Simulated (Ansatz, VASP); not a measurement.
**One calculation of ZnSe, two programs**

INCAR

```
PREC = Accurate
ENCUT = 520
EDIFF = 1E-8
ISMEAR = -1
SIGMA = 0.03
LREAL = F
LASPH = T
NELM = 80
ALGO = Normal
ISIF = 2
LWAVE = F
LCHARG = F
LEFG = T
NBANDS = 16
```

Contents of KPOINTS:

```
regular mesh
0
Gamma
  8 8 8
```

POSCAR

```
ZnSe
1.0
    0.0000000000      2.8525674344      2.8525674344
    2.8525674344      0.0000000000      2.8525674344
    2.8525674344      2.8525674344      0.0000000000
Zn Se
1 1
Direct
    0.0000000000      0.0000000000      0.0000000000
    0.7500000000      0.7500000000      0.7500000000
```

Input for Ansatz:

```yaml
crystal:
  lattice:
    - [0.0, 2.8525674344, 2.8525674344]
    - [2.8525674344, 0.0, 2.8525674344]
    - [2.8525674344, 2.8525674344, 0.0]
  atoms:
    - { symbol: Zn, position: [0.0, 0.0, 0.0] }
    - { symbol: Se, position: [0.75, 0.75, 0.75] }
kpoints:
  mp_grid: { grid: [8, 8, 8] }
scf:
  occupations: { method: fermi_dirac, width: 0.03 }
hamiltonian:
  xc: lda
  pseudopotentials: { kind: all_electron, datasets: crystal }
output:
  forces: true
  stress: true
  eigenvalues: true
  efg: { contact_densities: true }
```

Change from the starting cell: volume scaled by 1.02, crystal datasets.

Alike in both runs: task electric field gradients; functional LDA; k mesh 8 × 8 × 8; occupations fermi-dirac, width 0.03 eV; no spin polarisation.

|  | VASP | Ansatz |
| --- | --- | --- |
| version | VASP 6.6.1 | Ansatz 0.2.0 |
| potentials or method | VASP PAW LDA potentials, release 64 (Zn, Se), cutoff 520 eV | all-electron PAW with datasets made for the crystal, scalar-relativistic |

|  | VASP | Ansatz | Ansatz less VASP |
| --- | --- | --- | --- |
| pressure (GPa) | -4.2 | -4.4 | -0.26 |

LDA's correlation is that of Perdew and Zunger in VASP and of Perdew and Wang (1992) in Ansatz. Ansatz ran all-electron here, and VASP with PAW potentials.
